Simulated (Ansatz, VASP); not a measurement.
# Two plane-wave programs on SnSe

The input INCAR:

```
PREC     = Accurate       # precision mode
ENCUT    = 520            # plane-wave cutoff, eV
EDIFF    = 1E-6           # SCF threshold, eV
ISMEAR   = 0              # smearing method
SIGMA    = 0.1            # smearing width, eV
LREAL    = False          # projectors in reciprocal space
LASPH    = True           # aspherical terms in the spheres
NELM     = 100            # most SCF steps
ALGO     = Normal         # electronic algorithm
ISIF     = 2              # what is computed and relaxed
LWAVE    = False          # write WAVECAR
LCHARG   = False          # write CHGCAR
GGA      = PE             # functional
NBANDS   = 17             # bands
```

The input KPOINTS:

```
regular mesh
0
Gamma
  6 6 6
```

File POSCAR:

```
SnSe
1.0
    0.0000000000      3.0099999900      3.0099999900
    3.0099999900      0.0000000000      3.0099999900
    3.0099999900      3.0099999900      0.0000000000
Sn Se
1 1
Direct
    0.0000000000      0.0000000000      0.0000000000
    0.5000000000      0.5000000000      0.5000000000
```

Input for Ansatz:

```yaml
crystal:
  lattice:
    - [0.0, 3.00999999, 3.00999999]
    - [3.00999999, 0.0, 3.00999999]
    - [3.00999999, 3.00999999, 0.0]
  atoms:
    - { symbol: Sn, position: [0.0, 0.0, 0.0] }
    - { symbol: Se, position: [0.5, 0.5, 0.5] }
basis:
  ecutwfc: 420
kpoints:
  mp_grid: { grid: [6, 6, 6] }
hamiltonian:
  xc: pbe
scf:
  occupations: { method: gaussian, width: 0.1 }
  lower_state_search: "off"
output:
  forces: true
  stress: true
  eigenvalues: true
```

Alike in both runs: task single point; functional PBE; k mesh 6 × 6 × 6; occupations gaussian, width 0.1 eV; no spin polarisation.

```csv
,VASP,Ansatz
version,VASP 6.6.1,Ansatz 0.2.0
potentials or method,"VASP PAW PBE potentials, release 64 (Sn_d, Se), cutoff 520 eV","scalar-relativistic, plane waves, PAW"
valence electrons in the cell,20,30
```

```csv
,VASP,Ansatz,Ansatz less VASP
gap on the k mesh at the Fermi level (eV),0.58,0.58,-0.001
least direct gap on the mesh (eV),0.58,0.58,-0.001
pressure (GPa),0.6,0.6,+0.02
```

The functional is the same, so the differences come from potentials, cutoffs and numerics. VASP's potentials hold 20 valence electrons a cell and Ansatz's 30, so a difference there can come from the potentials and not from the codes.
